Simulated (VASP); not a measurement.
Input of a VASP 6.6.1 run:

The input INCAR:

```
SYSTEM = Si
PREC     = Accurate       ! precision mode
ENCUT    = 520            ! plane-wave cutoff, eV
EDIFF    = 1E-6           ! SCF threshold, eV
ISMEAR   = 0              ! smearing method
SIGMA    = 0.1            ! smearing width, eV
LREAL    = .FALSE.        ! projectors in reciprocal space
LASPH    = .TRUE.         ! aspherical terms in the spheres
NELM     = 100            ! most SCF steps
ALGO     = Normal         ! electronic algorithm
ISIF     = 2              ! what is computed and relaxed
LWAVE    = .FALSE.        ! write WAVECAR
LCHARG   = .FALSE.        ! write CHGCAR
LDIPOL   = .TRUE.       
IDIPOL   = 3            
DIPOL    = 0.5 0.5 0.397
GGA      = PE             ! functional
IVDW     = 12             ! dispersion correction
NBANDS   = 16             ! bands
```

Contents of KPOINTS:

```
regular mesh
0
G
  9 9 1
  0 0 0
```

POSCAR

```
Si
1.0
    3.8472023583      0.0000000000      0.0000000000
   -1.9236011791      3.3317749758      0.0000000000
    0.0000000000      0.0000000000     18.4446971457
Si
4
Direct
    0.3333333333      0.6666666667      0.2695814701
    0.6666666667      0.3333333333      0.2439725610
    0.5555555556      0.4444444444      0.5500061652
    0.8888888889      0.1111111111      0.5243972561
```

Potentials or basis: VASP PAW PBE potentials, release 64 (Si).

Run with:

```sh
$ cat potpaw_PBE.64/Si/POTCAR > POTCAR
$ mpirun -np 1 vasp_std > vasp.out
```

(1) What does it give for the dispersion energy per atom?

(2) Predict the band gap on the k mesh.

(3) Predict the largest force.

Results:

(1) -0.220 eV.

(2) 0.17 eV, direct.

(3) 0.067 eV/Å.
